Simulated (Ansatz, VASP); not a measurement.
## One calculation of Pd, two programs

```
Pd
1.0
     2.71902    0.00000    0.00000
    -1.35951    2.35474    0.00000
     0.00000    0.00000    4.56653
Pd
2
Direct
  0.33333 0.66667 0.25000
  0.66667 0.33333 0.75000
```

Alike in both runs: functional PBEsol; k mesh 18 × 18 × 10; occupations gaussian, width 0.1 eV; no spin polarisation.

Ansatz relaxed the structure, and its values are those at the end. VASP's run is a single point on that final structure, the one shown.

|  | VASP | Ansatz |
| --- | --- | --- |
| version | VASP 6.6.1 | Ansatz 0.2.0 |
| potentials or method | VASP PAW PBE potentials, release 64 (Pd), cutoff 520 eV | scalar-relativistic, plane waves, PAW |
| valence electrons in the cell | 20 | 36 |

VASP gave:

| Quantity | Value |
| --- | --- |
| gap on the k mesh at the Fermi level (eV) | none |
| pressure (GPa) | -0.3 |

Estimate Ansatz's values.

gap on the k mesh at the Fermi level (eV): none; pressure (GPa): 0.0.

VASP's potentials were made for PBE, not for PBEsol. A gap of «none» marks a metal or a gap that the smearing closes. VASP's potentials hold 20 valence electrons a cell and Ansatz's 36, so a difference there can come from the potentials and not from the codes.
